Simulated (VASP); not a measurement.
Here is a VASP 6.6.1 calculation.

The input INCAR:

```
SYSTEM = BaTiO3
PREC     = Accurate       ! precision mode
ENCUT    = 600            ! plane-wave cutoff, eV
EDIFF    = 1E-7           ! SCF threshold, eV
ISMEAR   = -1             ! smearing method
SIGMA    = 0.05           ! smearing width, eV
LREAL    = .FALSE.        ! projectors in reciprocal space
LASPH    = .TRUE.         ! aspherical terms in the spheres
NELM     = 60             ! most SCF steps
ALGO     = Normal         ! electronic algorithm
ISIF     = 3              ! what is computed and relaxed
LWAVE    = .FALSE.        ! write WAVECAR
LCHARG   = .FALSE.        ! write CHGCAR
GGA      = PS             ! functional
IBRION   = 2              ! ionic algorithm
NSW      = 60             ! ionic steps
EDIFFG   = -0.01          ! ionic threshold
PSTRESS  = 100.0
```

Contents of KPOINTS:

```
regular mesh
0
G
  7 7 7
  0 0 0
```

File POSCAR:

```
BaTiO3
1.0
    4.0060000000      0.0000000000      0.0000000000
    0.0000000000      4.0060000000      0.0000000000
    0.0000000000      0.0000000000      4.0060000000
Ba Ti O
1 1 3
Direct
    0.5000000000      0.5000000000      0.5000000000
    0.0000000000      0.0000000000      0.0000000000
    0.0000000000      0.0000000000      0.5000000000
    0.0000000000      0.5000000000      0.0000000000
    0.5000000000      0.0000000000      0.0000000000
```

Potentials or basis: VASP PAW PBE potentials, release 64 (Ba_sv, Ti_sv, O).

Launch:

```sh
$ cat potpaw_PBE.64/Ba_sv/POTCAR potpaw_PBE.64/Ti_sv/POTCAR potpaw_PBE.64/O/POTCAR > POTCAR
$ mpirun -np 1 vasp_std > vasp.out
```

Problem. Estimate the relaxed cell.

Solution. a = 3.917 Å, b = 3.917 Å, c = 3.917 Å, α = 90.00°, β = 90.00°, γ = 90.00°.

Problem. What does it give for the band gap on the k mesh?

Solution. 1.89 eV, indirect (least direct gap 1.89 eV).

Problem. What does it give for the relaxed volume?

Solution. 12.02 Å³/atom.

Problem. What does it give for the space group after relaxing (to 0.05 Å)?

Solution. Pm-3m (No. 221).

Final structure:
```yaml
crystal:
  lattice:
    - [3.91737, 0.00000, 0.00000]
    - [0.00000, 3.91737, 0.00000]
    - [0.00000, 0.00000, 3.91737]
  atoms:
    - { symbol: Ba, position: [0.50000, 0.50000, 0.50000] }
    - { symbol: Ti, position: [0.00000, 0.00000, 0.00000] }
    - { symbol: O, position: [0.00000, 0.00000, 0.50000] }
    - { symbol: O, position: [0.00000, 0.50000, 0.00000] }
    - { symbol: O, position: [0.50000, 0.00000, 0.00000] }
```

Caveat: the cell is relaxed towards a set pressure, so the enthalpy falls and the energy may rise; the PAW data sets were made with another functional, which shifts forces and pressure a little; spin-orbit coupling is left out, which moves the levels of the heavy elements. Expect the measured gap to be larger: semilocal functionals such as PBEsol lack the derivative discontinuity.
